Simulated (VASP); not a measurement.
# Al (P6_3/mmc) in VASP: further runs

The runs below take Al through single point, with LDA.

Everything below comes from runs of VASP 6.6.1. Logs are shortened: lines on timing, memory, paths and dates and some standing lists are left out, and cuts for length are marked.

### Step 1. The cell of the first run

Symmetry: P6_3/mmc, No. 194, hexagonal system. Conventional cell: a = 2.704 Å, b = 2.704 Å, c = 4.405 Å, α = 90.00°, β = 90.00°, γ = 120.00°. Within 3.6 Å of Al (site symmetry -6m2) lie 12 Al at 2.70 Å.

### Step 2. Single point, LDA

INCAR reads:

```
SYSTEM = Al
PREC = Accurate
ENCUT = 520
EDIFF = 1E-7
ISMEAR = 0
SIGMA = 0.15
LREAL = .False.
LASPH = .True.
NELM = 60
ALGO = Normal
ISIF = 2
LWAVE = .False.
LCHARG = .False.
NBANDS = 10
```

KPOINTS reads:

```
Automatic mesh
0
Gamma
  18 18 10
  0 0 0
```

POSCAR reads:

```
Al
1.0
    2.7044000000      0.0000000000      0.0000000000
   -1.3522000000      2.3420791020      0.0000000000
    0.0000000000      0.0000000000      4.4051000000
Al
2
Direct
    0.6666666667      0.3333333333      0.7500000000
    0.3333333333      0.6666666667      0.2500000000
```

Potentials or basis: VASP PAW LDA potentials, release 64 (Al).

Run with:

```sh
cat potpaw_LDA.64/Al/POTCAR > POTCAR
mpirun -np 1 vasp_std > vasp.out
```

OUTCAR:

```text
SYSTEM = Al
   PREC = Accurate
   ENCUT = 520
   EDIFF = 1E-7
   ISMEAR = 0
   LREAL = .False.
   LASPH = .True.
   NELM = 60
   ISIF = 2

 ion  position               nearest neighbor table
   1  0.667  0.333  0.750-   2 2.70   2 2.70   2 2.70   2 2.70   2 2.70   2 2.70
   2  0.333  0.667  0.250-   1 2.70   1 2.70   1 2.70   1 2.70   1 2.70   1 2.70

  LATTYP: Found a hexagonal cell.
 ALAT       =     2.7044000000
 C/A-ratio  =     1.6288640734

  Lattice vectors:

 A1 = (   2.7044000000,   0.0000000000,   0.0000000000)
 A2 = (  -1.3522000000,   2.3420791020,   0.0000000000)
 A3 = (   0.0000000000,   0.0000000000,   4.4051000000)

Analysis of symmetry for initial positions (statically):
=====================================================================
 Subroutine PRICEL returns:
 Original cell was already a primitive cell.

 Routine SETGRP: Setting up the symmetry group for a
 hexagonal supercell.

 Subroutine GETGRP returns: Found 24 space group operations
 (whereof 12 operations were pure point group operations)
 out of a pool of 24 trial point group operations.

The static configuration has the point symmetry D_3d.
 The point group associated with its full space group is D_6h.

Analysis of symmetry for dynamics (positions and initial velocities):
=====================================================================
 Subroutine PRICEL returns:
 Original cell was already a primitive cell.

 Routine SETGRP: Setting up the symmetry group for a
 hexagonal supercell.

 Subroutine GETGRP returns: Found 24 space group operations
 (whereof 12 operations were pure point group operations)
 out of a pool of 24 trial point group operations.

The dynamic configuration has the point symmetry D_3d.
 The point group associated with its full space group is D_6h.

 Subroutine INISYM returns: Found 24 space group operations
 (whereof 12 operations are pure point group operations),
 and found     1 'primitive' translations

----------------------------------------------------------------------------------------

                                     Primitive cell

  volume of cell :      27.9015

  direct lattice vectors                    reciprocal lattice vectors
     2.704400000  0.000000000  0.000000000     0.369767786  0.213485531  0.000000000
    -1.352200000  2.342079102  0.000000000     0.000000000  0.426971061  0.000000000
     0.000000000  0.000000000  4.405100000     0.000000000  0.000000000  0.227009603

  length of vectors
     2.704400000  2.704400000  4.405100000     0.426971061  0.426971061  0.227009603

  position of ions in fractional coordinates (direct lattice)
     0.666666667  0.333333333  0.750000000
     0.333333333  0.666666667  0.250000000

  ion indices of the primitive-cell ions
   primitive index   ion index
                 1           1
                 2           2

----------------------------------------------------------------------------------------

 KPOINTS: Automatic mesh

Automatic generation of k-mesh.
 Grid dimensions read from file:
 generate k-points for:   18   18   10

 Generating k-lattice:

  Cartesian coordinates                     Fractional coordinates (reciprocal lattice)
     0.020542655  0.011860307  0.000000000     0.055555556  0.000000000  0.000000000
     0.000000000  0.023720615  0.000000000     0.000000000  0.055555556  0.000000000
     0.000000000  0.000000000  0.022700960     0.000000000  0.000000000  0.100000000

  Length of vectors
     0.023720615  0.023720615  0.022700960

  Shift w.r.t. Gamma in fractional coordinates (k-lattice)
     0.000000000  0.000000000  0.000000000

 Subroutine IBZKPT returns following result:
 ===========================================

 Found    222 irreducible k-points:

 Following reciprocal coordinates:
            Coordinates               Weight
  0.000000  0.000000  0.000000      1.000000
  0.055556  0.000000  0.000000      6.000000
  0.111111  0.000000  0.000000      6.000000
  0.166667  0.000000  0.000000      6.000000
  0.222222  0.000000  0.000000      6.000000
  0.277778  0.000000  0.000000      6.000000
[... 16 lines left out ...]
  0.333333  0.111111  0.000000     12.000000
  0.388889  0.111111  0.000000     12.000000
 [... further k-points ...]
   k-points           NKPTS =    222   k-points in BZ     NKDIM =    222   number of bands    NBANDS=     10
   number of dos      NEDOS =    301   number of ions     NIONS =      2
   total plane-waves  NPLWV =  14400
   dimension x,y,z NGX =    20 NGY =   20 NGZ =   36
   dimension x,y,z NGXF=    40 NGYF=   40 NGZF=   72
   ions per type =               2
   NGX,Y,Z   is equivalent  to a cutoff of  12.29, 12.29, 13.59 a.u.
   NGXF,Y,Z  is equivalent  to a cutoff of  24.59, 24.59, 27.17 a.u.
 SYSTEM =  Al
   PREC   = accura    normal or accurate (medium, high low for compatibility)
   ISTART =      0    job   : 0-new  1-cont  2-samecut
   ICHARG =      2    charge: 1-file 2-atom 10-const
   ISPIN  =      1    spin polarized calculation?
   LNONCOLLINEAR =      F non collinear calculations
   LSORBIT =      F    spin-orbit coupling
   LASPH  =      T    aspherical Exc in radial PAW
   ENCUT  =  520.0 eV  38.22 Ry    6.18 a.u.   5.03  5.03  8.19*2*pi/ulx,y,z
   NELM   =     60;   NELMIN=  2; NELMDL= -5     # of ELM steps
   EDIFF  = 0.1E-06   stopping-criterion for ELM
   LREAL  =      F    real-space projection
   EDIFFG = 0.1E-05   stopping-criterion for IOM
   NSW    =      0    number of steps for IOM
   IBRION =     -1    ionic relax: 0-MD 1-quasi-New 2-CG
   NFREE  =      0    steps in history (QN), initial steepest desc. (CG)
   ISIF   =      2    stress and relaxation
   ISYM   =      2    0-nonsym 1-usesym 2-fastsym
   POTIM  = 0.5000    time-step for ionic-motion
   TEBEG  =    0.0;   TEEND  =   0.0 temperature during run
   PSTRESS=    0.0 pullay stress
   NELECT =       6.0000    total number of electrons
   NUPDOWN=      -1.0000    fix difference up-down
   EMIN   =  10.00;   EMAX   =-10.00  energy-range for DOS
   EFERMI =   0.00;   METHOD = LEGACY
   ISMEAR =     0;   SIGMA  =   0.15  broadening in eV -4-tet -1-fermi 0-gaus
   EFERMI_NEDOS =   21; number of points for ismear=-14 and -15
   IALGO  =     38    algorithm
   IMIX   =      4    mixing-type and parameters
     AMIX     =   0.40;   BMIX     =  1.00
     AMIX_MAG =   1.60;   BMIX_MAG =  1.00
  volume/ion in A,a.u.               =      13.95        94.14
  Fermi-wavevector in a.u.,A,eV,Ry     =   0.980805  1.853452 13.088501  0.961978
  Thomas-Fermi vector in A             =   2.111763
   LORBIT       =      0    0 simple, 1 ext, 2 COOP (PROOUT), +10 PAW based schemes
   GGA     = CA    functional components
   LHFCALC =     F    Hartree Fock is set to
   AEXX    =    0.0000 exact exchange contribution
   IVDW    =     0    specifies the selected vdW correction
   LEPSILON=     F    determine dielectric tensor
   LRPA    =     F    only Hartree local field effects (RPA)
 non-spin polarized calculation
 Gauss-broadening in eV      SIGMA  =   0.15
  energy-cutoff  :      520.00
  volume of cell :       27.90
 maximum number of plane-waves:       772
 NGX is ok and might be reduce to    20
   NGX =  9   NGY =  9   NGZ = 17

 number of electron       6.0000000 magnetization

 Free energy of the ion-electron system (eV)
  ---------------------------------------------------
  ext. energy  EPLUGINS =         0.00000000
  ---------------------------------------------------
  free energy    TOTEN  =        -8.15481852 eV

  energy without entropy =       -8.14495606  energy(sigma->0) =       -8.14988729

 E-fermi :   9.6604     XC(G=0): -10.9811

 val. band max:        9.6594112488   @ k =   0.3333   0.2222   0.1000
 cond. band min:       9.6760449479   @ k =   0.3333   0.2778   0.5000
 fundamental gap:      0.0166336990
 Fermi energy:         9.6604121621

 k-point     1 :       0.0000    0.0000    0.0000
  band No.  band energies     occupation
      1      -2.6602      2.00000
      2       4.4293      2.00000
      3       5.0430      2.00000
      4      21.4925      0.00000
      5      21.4925      0.00000
      6      21.5008      0.00000
      7      21.5008      0.00000
      8      22.6334      0.00000
      9      25.3294      0.00000
     10      26.1602      0.00000

 k-point     2 :       0.0556    0.0000    0.0000
  band No.  band energies     occupation
      1      -2.5772      2.00000
      2       4.5050      2.00000
      3       5.1227      2.00000
      4      19.5912      0.00000
      5      20.3400      0.00000
      6      21.4896      0.00000
      7      22.7716      0.00000
      8      23.3935      0.00000
      9      25.6484      0.00000
     10      25.9911      0.00000

 k-point     3 :       0.1111    0.0000    0.0000
  band No.  band energies     occupation
      1      -2.3287      2.00000
      2       4.7322      2.00000
      3       5.3602      2.00000
      4      17.3325      0.00000
      5      19.3167      0.00000
      6      20.5809      0.00000
      7      23.5517      0.00000
      8      23.6494      0.00000
      9      24.0712      0.00000
     10      25.1379      0.00000

 k-point     4 :       0.1667    0.0000    0.0000
  band No.  band energies     occupation
      1      -1.9157      2.00000
      2       5.1109      2.00000
      3       5.7507      2.00000
      4      15.0971      0.00000
      5      18.4303      0.00000
      6      19.4941      0.00000
      7      21.4757      0.00000
      8      22.4216      0.00000
      9      24.5742      0.00000
     10      24.6195      0.00000
[... 222 lines left out ...]
 k-point    22 :       0.2778    0.1111    0.0000
  band No.  band energies     occupation
      1       0.5315      2.00000
      2       7.3855      2.00000
      3       7.6702      2.00000
      4       9.5916      1.48374
      5      13.2093      0.00000
      6      15.6362      0.00000
      7      16.8356      0.00000
      8      19.8791      0.00000
      9      20.7464      0.00000
     10      21.8183      0.00000

 k-point    23 :       0.3333    0.1111    0.0000
  band No.  band energies     occupation
      1       1.5754      2.00000
      2       7.0023      2.00000
      3       8.3692      2.00000
      4       9.4357      1.96584
      5      12.6864      0.00000
      6      13.9053      0.00000
      7      15.4468      0.00000
      8      19.4734      0.00000
      9      20.4305      0.00000
     10      21.4744      0.00000

 k-point    24 :       0.3889    0.1111    0.0000
  band No.  band energies     occupation
      1       2.7664      2.00000
      2       5.5411      2.00000
      3       9.4912      1.88939
      4      10.2896      0.00000
      5      12.0960      0.00000
      6      12.3304      0.00000
      7      14.4342      0.00000
      8      19.2320      0.00000
      9      20.2384      0.00000
     10      21.2637      0.00000

 [... further k-points ...]

------------------------ aborting loop because EDIFF is reached ----------------------------------------

  FORCE on cell =-STRESS in cart. coord.  units (eV):
  Direction    XX          YY          ZZ          XY          YZ          ZX
  --------------------------------------------------------------------------------------
  -------------------------------------------------------------------------------------
  Total        2.5218091      2.5218091      2.5395674      0.0000000     -0.0000000      0.0000000
  in kB      144.8086587    144.8086587    145.8283827      0.0000000     -0.0000000      0.0000000
  external PRESSURE =     145.1485667 kB  Pullay stress =       0.0000000 kB

 VOLUME and BASIS-vectors are now :
 -----------------------------------------------------------------------------
  energy-cutoff  :      520.00
  volume of cell :       27.90
      direct lattice vectors                 reciprocal lattice vectors
     2.704400000  0.000000000  0.000000000     0.369767786  0.213485531  0.000000000
    -1.352200000  2.342079102  0.000000000     0.000000000  0.426971061  0.000000000
     0.000000000  0.000000000  4.405100000     0.000000000  0.000000000  0.227009603

 POSITION                                       TOTAL-FORCE (eV/Angst)
 -----------------------------------------------------------------------------------
      1.35220      0.78069      3.30382        -0.000000      0.000000      0.000000
     -0.00000      1.56139      1.10128         0.000000     -0.000000      0.000000
 -----------------------------------------------------------------------------------
    total drift:                                0.000000     -0.000000     -0.000000

  FREE ENERGIE OF THE ION-ELECTRON SYSTEM (eV)
  ---------------------------------------------------
  free  energy   TOTEN  =        -8.1548185232 eV

  energy  without entropy=       -8.1449560649  energy(sigma->0) =       -8.14988729
```

Run time: 43 s. Hardware: 1 thread of AMD EPYC 7R13 (Zen 3), shared host; peak memory 0.13 GiB.

What came out:

- Free energy: -8.1548 eV
- Pressure: 14.5 GPa
- Band gap on the k mesh: zero (band 3 reaches 14.15 eV, above the bottom of band 4 at 6.22 eV)

[end of part 1 of 2]
